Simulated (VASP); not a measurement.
Ni: single point with PBE

Crystal: Ni.

```
CELL_PARAMETERS angstrom
0.00000 1.76510 1.76510
1.76510 0.00000 1.76510
3.53020 3.53020 0.00000
ATOMIC_POSITIONS crystal
Ni 0.00000 0.00000 0.00000
Ni 0.00000 0.00000 0.50000
```

- Program: VASP 6.6.1
- Task: single point
- Functional: PBE
- Potentials or basis: VASP PAW PBE potentials, release 64 (Ni)
- Cutoff: 520 eV
- k mesh: 12 × 12 × 6
- Occupations: fermi-dirac, width 0.1 eV
- Spin: collinear spin, ferromagnetic start
- Starting moments: [2.0, 2.0] μB

```json
{
 "Pressure": "-1.5 GPa",
 "Net moment": "1.27 μB per cell",
 "Site moments": "Ni +0.65 μB",
 "Valence electrons inside the program's atomic spheres": "Ni 9.29"
}
```

Levels at points of the mesh, in eV from the Fermi level:
Spin up:
| k point | band 9 | band 10 | band 11 | band 12 | band 13 | band 14 |
| --- | --- | --- | --- | --- | --- | --- |
| (0.00, 0.00, 0.00) | -1.24 | -0.59 | -0.59 | -0.26 | 5.60 | 22.14 |
| (0.50, 0.00, 0.00) | -0.46 | -0.46 | -0.26 | 2.46 | 5.60 | 9.13 |
| (0.00, 0.00, 0.50) | -1.18 | -1.18 | -1.18 | -1.18 | 14.33 | 14.33 |
| (0.50, 0.00, 0.50) | -0.55 | -0.55 | 2.22 | 2.22 | 8.40 | 8.40 |
Spin down:
```tsv
k point	band 7	band 8	band 9	band 10	band 11	band 12
(0.00, 0.00, 0.00)	-1.64	-0.63	-0.63	-0.32	0.17	0.17
(0.50, 0.00, 0.00)	0.09	0.17	0.17	0.40	0.40	2.42
(0.00, 0.00, 0.50)	-1.47	-1.47	-0.51	-0.51	-0.51	-0.51
(0.50, 0.00, 0.50)	-0.87	-0.87	0.23	0.23	2.60	2.60
```

Wall time 62 s on 1 thread of Intel Xeon 6975P-C, with other jobs on the host, peak memory 0.2 GiB.
